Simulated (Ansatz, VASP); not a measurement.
**Fe: VASP beside Ansatz**

The input INCAR:

```
SYSTEM = Fe
PREC     = Accurate       ! precision mode
ENCUT    = 520            ! plane-wave cutoff, eV
EDIFF    = 1E-6           ! SCF threshold, eV
ISMEAR   = 0              ! smearing method
SIGMA    = 0.15           ! smearing width, eV
LREAL    = .False.        ! projectors in reciprocal space
LASPH    = .True.         ! aspherical terms in the spheres
NELM     = 150            ! most SCF steps
ALGO     = Normal         ! electronic algorithm
ISIF     = 2              ! what is computed and relaxed
LWAVE    = .False.        ! write WAVECAR
LCHARG   = .False.        ! write CHGCAR
LNONCOLLINEAR= .True.         ! non-collinear magnetism
MAGMOM   = -1.469 2.08 0.123 ! initial moments
LORBIT   = 11             ! projections on sites
LMAXMIX  = 4              ! l up to which the mixer works
GGA      = CA             ! functional
NBANDS   = 19             ! bands
```

File KPOINTS:

```
regular mesh
0
Gamma
  10 10 10
  0 0 0
```

File POSCAR:

```
Fe
1.0
   -1.4234976093      1.4234976093      1.4234976093
    1.4234976093     -1.4234976093      1.4234976093
    1.4234976093      1.4234976093     -1.4234976093
Fe
1
Direct
    0.0000000000      0.0000000000      0.0000000000
```

input.yaml

```yaml
crystal:
  lattice:
    - [-1.4234976093, 1.4234976093, 1.4234976093]
    - [1.4234976093, -1.4234976093, 1.4234976093]
    - [1.4234976093, 1.4234976093, -1.4234976093]
  atoms:
    - { symbol: Fe, position: [0.0, 0.0, 0.0], spin: 2.549, spin_axis: [-0.576212, 0.815875, 0.048246] }
kpoints:
  mp_grid: { grid: [10, 10, 10] }
scf:
  occupations: { method: gaussian, width: 0.15 }
hamiltonian:
  xc: lda
  pseudopotentials: { kind: all_electron, lapw: { basis_error: 0.001 } }
magnetization:
  noncollinear: true
output:
  forces: true
  stress: true
  eigenvalues: true
```

Change from the starting cell: volume scaled by 0.96.

Alike in both runs: task single point; functional LDA; k mesh 10 × 10 × 10; occupations gaussian, width 0.15 eV; non-collinear spin.

|  | VASP | Ansatz |
| --- | --- | --- |
| version | VASP 6.6.1 | Ansatz 0.2.0 |
| potentials or method | VASP PAW LDA potentials, release 64 (Fe), cutoff 520 eV | all-electron LAPW, scalar-relativistic |

|  | VASP | Ansatz | Ansatz less VASP |
| --- | --- | --- | --- |
| gap on the k mesh at the Fermi level (eV) | none | none | - |
| pressure (GPa) | -21.0 | -21.0 | +0.07 |
| net moment per atom (μB) | 2.13 | 2.13 | +0.004 |
| size of the moment on the site where the two differ most (μB) | 2.11 | 2.11 | -0.002 |

LDA's correlation is that of Perdew and Zunger in VASP and of Perdew and Wang (1992) in Ansatz. Site moments also hang on the region over which each program counts them. A gap of «none» marks a metal or a gap that the smearing closes. Ansatz ran all-electron here, and VASP with PAW potentials.

Noted on Ansatz's run: the k mesh is thin for a metal, which can move the energy by tens of meV per atom; the magnetic state may not be the lowest.
